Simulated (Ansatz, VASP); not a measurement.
# Two plane-wave programs on BaZr

The input INCAR:

```
SYSTEM = BaZr
PREC     = Accurate       ! precision mode
ENCUT    = 520            ! plane-wave cutoff, eV
EDIFF    = 1E-6           ! SCF threshold, eV
ISMEAR   = 0              ! smearing method
SIGMA    = 0.1            ! smearing width, eV
LREAL    = .False.        ! projectors in reciprocal space
LASPH    = .True.         ! aspherical terms in the spheres
NELM     = 100            ! most SCF steps
ALGO     = Normal         ! electronic algorithm
ISIF     = 2              ! what is computed and relaxed
LWAVE    = .False.        ! write WAVECAR
LCHARG   = .False.        ! write CHGCAR
GGA      = PE             ! functional
NBANDS   = 30             ! bands
```

File KPOINTS:

```
regular mesh
0
Gamma
  4 4 4
  0 0 0
```

File POSCAR:

```
BaZr
1.0
    0.0000000000      3.9805758300      3.9805758300
    3.9805758300      0.0000000000      3.9805758300
    3.9805758300      3.9805758300      0.0000000000
Ba Zr
2 2
Direct
    0.5000000000      0.5000000000      0.5000000000
    0.7500000000      0.7500000000      0.7500000000
    0.0000000000      0.0000000000      0.0000000000
    0.2500000000      0.2500000000      0.2500000000
```

Input for Ansatz:

```yaml
crystal:
  lattice:
    - [0.0, 3.98057583, 3.98057583]
    - [3.98057583, 0.0, 3.98057583]
    - [3.98057583, 3.98057583, 0.0]
  atoms:
    - { symbol: Ba, position: [0.5, 0.5, 0.5] }
    - { symbol: Ba, position: [0.75, 0.75, 0.75] }
    - { symbol: Zr, position: [0.0, 0.0, 0.0] }
    - { symbol: Zr, position: [0.25, 0.25, 0.25] }
basis:
  ecutwfc: 420
kpoints:
  mp_grid: { grid: [4, 4, 4] }
hamiltonian:
  xc: pbe
scf:
  occupations: { method: gaussian, width: 0.1 }
  lower_state_search: "off"
output:
  forces: true
  stress: true
  eigenvalues: true
```

Change from the starting cell: species swapped into the LiZn type (Fd-3m, No. 227).

Alike in both runs: task single point; functional PBE; k mesh 4 × 4 × 4; occupations gaussian, width 0.1 eV; no spin polarisation.

|  | VASP | Ansatz |
| --- | --- | --- |
| version | VASP 6.6.1 | Ansatz 0.2.0 |
| potentials or method | VASP PAW PBE potentials, release 64 (Ba_sv, Zr_sv), cutoff 520 eV | scalar-relativistic, plane waves, PAW |
| valence electrons in the cell | 44 | 44 |

```csv
,VASP,Ansatz,Ansatz less VASP
gap on the k mesh at the Fermi level (eV),none,none,-
pressure (GPa),2.6,1.8,-0.85
```

A gap of «none» marks a metal or a gap that the smearing closes. The functional is the same, so the differences come from potentials, cutoffs and numerics.

Spin-orbit coupling is off throughout.
